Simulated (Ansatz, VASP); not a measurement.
## One calculation of C, two programs

The input INCAR:

```
  PREC = Accurate
  ENCUT = 600
  EDIFF = 1E-7
  ISMEAR = 0
  SIGMA = 0.02
  LREAL = F
  LASPH = T
  NELM = 60
  ALGO = Normal
  ISIF = 3
  LWAVE = F
  LCHARG = F
  GGA = PE
  IBRION = 2
  NSW = 100
  EDIFFG = -0.01
```

File KPOINTS:

```
Automatic mesh
0
Gamma
  12 12 6
```

POSCAR

```
C
1.0
    2.5114637647      0.0000000000      0.0000000000
   -1.2557318824      2.1749914209      0.0000000000
    0.0000000000      0.0000000000      4.1800402476
C
4
Direct
    0.3333333333      0.6666666667      0.0627248262
    0.6666666667      0.3333333333      0.5627248262
    0.6666666667      0.3333333333      0.9372751738
    0.3333333333      0.6666666667      0.4372751738
```

Input for Ansatz:

```yaml
crystal:
  lattice:
    - [2.5114637647, 0.0, 0.0]
    - [-1.2557318824, 2.1749914209, 0.0]
    - [0.0, 0.0, 4.1800402476]
  atoms:
    - { symbol: C, position: [0.3333333333, 0.6666666667, 0.0627248262] }
    - { symbol: C, position: [0.6666666667, 0.3333333333, 0.5627248262] }
    - { symbol: C, position: [0.6666666667, 0.3333333333, 0.9372751738] }
    - { symbol: C, position: [0.3333333333, 0.6666666667, 0.4372751738] }
basis:
  ecutwfc: 420
kpoints:
  mp_grid: { grid: [12, 12, 6] }
hamiltonian:
  xc: pbe
scf:
  occupations: { method: gaussian, width: 0.02 }
output:
  forces: true
  stress: true
  eigenvalues: true
relax:
  adjacent_minimum: "off"
  f_tol: 0.01
  max_steps: 80
  cell: { stress_tol: 0.05 }
```

Alike in both runs: task relaxation of cell and atoms; functional PBE; k mesh 12 × 12 × 6; occupations gaussian, width 0.02 eV; no spin polarisation.

|  | VASP | Ansatz |
| --- | --- | --- |
| version | VASP 6.6.1 | Ansatz 0.2.0 |
| potentials or method | VASP PAW PBE potentials, release 64 (C), cutoff 600 eV | scalar-relativistic, plane waves, PAW |
| valence electrons in the cell | 16 | 16 |

|  | VASP | Ansatz | Ansatz less VASP |
| --- | --- | --- | --- |
| gap on the k mesh at the Fermi level, each at its own relaxed structure (eV) | 3.34 | 3.35 | +0.010 |
| relaxed volume (Å³/atom) | 5.71 | 5.71 | +0.001 |
| relaxed length of the cell vector where the two differ most in proportion (Å) | 4.180 | 4.180 | +0.0004 |

Noted on VASP's run: the relaxation stopped at its first step, so nothing moved.
